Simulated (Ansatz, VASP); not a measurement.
## HfTi in VASP and in Ansatz

```
Hf Ti
1.0
     3.02443    0.00000    0.00000
    -1.51221    2.61923    0.00000
     0.00000    0.00000    4.82926
Hf Ti
1 1
Direct
  0.66667 0.33333 0.50000
  0.33333 0.66667 0.00000
```

Change from the starting cell: strain -0.0200 x Voigt [1, 1, 0, 0, 0, 0], atoms carried along.

Alike in both runs: task single point; functional LDA; k mesh 18 × 18 × 10; occupations gaussian, width 0.15 eV; no spin polarisation.

|  | VASP | Ansatz |
| --- | --- | --- |
| version | VASP 6.6.1 | Ansatz 0.2.0 |
| potentials or method | VASP PAW LDA potentials, release 64 (Hf_pv, Ti_sv), cutoff 520 eV | scalar-relativistic, plane waves, PAW |
| valence electrons in the cell | 22 | 38 |

Ansatz gave:

```
gap on the k mesh at the Fermi level (eV)                     : none
pressure (GPa)                                                : -3.4
traceless stress, the component that is largest in VASP (GPa) : -1.60
```

Task: What did VASP give for the same quantities?

Result: gap on the k mesh at the Fermi level (eV): none; pressure (GPa): -3.4; traceless stress, the component that is largest in VASP (GPa): -1.62.

LDA's correlation is that of Perdew and Zunger in VASP and of Perdew and Wang (1992) in Ansatz. A gap of «none» marks a metal or a gap that the smearing closes. VASP's potentials hold 22 valence electrons a cell and Ansatz's 38, so a difference there can come from the potentials and not from the codes.

Neither program's run includes spin-orbit coupling.
